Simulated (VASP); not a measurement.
Input of a VASP 6.6.1 run:

INCAR

```
SYSTEM = Ca3Ti
ALGO = Normal
EDIFF = 1E-6
ENCUT = 520
GGA = PE
ISIF = 2
ISMEAR = 0
LASPH = .TRUE.
LCHARG = .FALSE.
LREAL = .FALSE.
LWAVE = .FALSE.
NBANDS = 29
NELM = 60
PREC = Accurate
SIGMA = 0.1
```

Contents of KPOINTS:

```
k-points
0
G
  4 4 4
  0 0 0
```

The input POSCAR:

```
Ca3Ti
1.0
    4.5755821078      0.0000000000      0.0000000000
    0.0000000000      4.5755821078      0.0000000000
    0.0000000000      0.0000000000      4.5285515100
Ca Ti
3 1
Direct
    0.0000000000      0.5000000000      0.5000000000
    0.5000000000      0.0000000000      0.5000000000
    0.5000000000      0.5000000000      0.0000000000
    0.0000000000      0.0000000000      0.0000000000
```

Potentials or basis: VASP PAW PBE potentials, release 64 (Ca_sv, Ti_sv).

Command:

```console
$ cat potpaw_PBE.64/Ca_sv/POTCAR potpaw_PBE.64/Ti_sv/POTCAR > POTCAR
$ mpirun -np 1 vasp_std > vasp.out
```

Problem. What does it give for the pressure?

Solution. 14.3 GPa.

Problem. Estimate the band gap on the k mesh.

Solution. Zero (bands 21 and 22 overlap by 1.18 eV).

Caveat: the cell stands under pressure.
